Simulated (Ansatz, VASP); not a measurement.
## Two plane-wave programs on KBr

Contents of INCAR:

```
SYSTEM = KBr
PREC = Accurate ; ENCUT = 500
EDIFF = 1E-6 ; ISMEAR = 0
SIGMA = 0.05 ; LREAL = .False.
LASPH = .True. ; NELM = 120
ALGO = Normal ; ISIF = 2
LWAVE = .False. ; LCHARG = .False.
GGA = PS ; NBANDS = 15
GGA_COMPAT = .False.
```

File KPOINTS:

```
Automatic mesh
0
Gamma
  8 8 8
  0 0 0
```

File POSCAR:

```
KBr
1.0
    0.0000000000      3.2967057359      3.2967057359
    3.2967057359      0.0000000000      3.2967057359
    3.2967057359      3.2967057359      0.0000000000
K Br
1 1
Direct
    0.0000000000      0.0000000000      0.0000000000
    0.5000000000      0.5000000000      0.5000000000
```

Input for Ansatz:

```yaml
crystal:
  lattice:
    - [0.0, 3.2967057359, 3.2967057359]
    - [3.2967057359, 0.0, 3.2967057359]
    - [3.2967057359, 3.2967057359, 0.0]
  atoms:
    - { symbol: K, position: [0.0, 0.0, 0.0] }
    - { symbol: Br, position: [0.5, 0.5, 0.5] }
basis:
  ecutwfc: 420
  ecutrho_ratio: 4
kpoints:
  mp_grid: { grid: [8, 8, 8] }
hamiltonian:
  xc: pbesol
scf:
  occupations: { method: gaussian, width: 0.05 }
output:
  forces: true
  stress: true
  eigenvalues: true
```

Alike in both runs: task single point; functional PBEsol; k mesh 8 × 8 × 8; occupations gaussian, width 0.05 eV; no spin polarisation.

|  | VASP | Ansatz |
| --- | --- | --- |
| version | VASP 6.6.1 | Ansatz 0.2.0 |
| potentials or method | VASP PAW PBE potentials, release 64 (K_sv, Br), cutoff 500 eV | scalar-relativistic, plane waves, PAW |
| valence electrons in the cell | 16 | 16 |

```tsv
	VASP	Ansatz	Ansatz less VASP
gap on the k mesh at the Fermi level (eV)	4.29	4.29	+0.003
least direct gap on the mesh (eV)	4.29	4.29	+0.003
pressure (GPa)	-0.2	-0.3	-0.05
```

VASP's potentials were made for PBE, not for PBEsol.
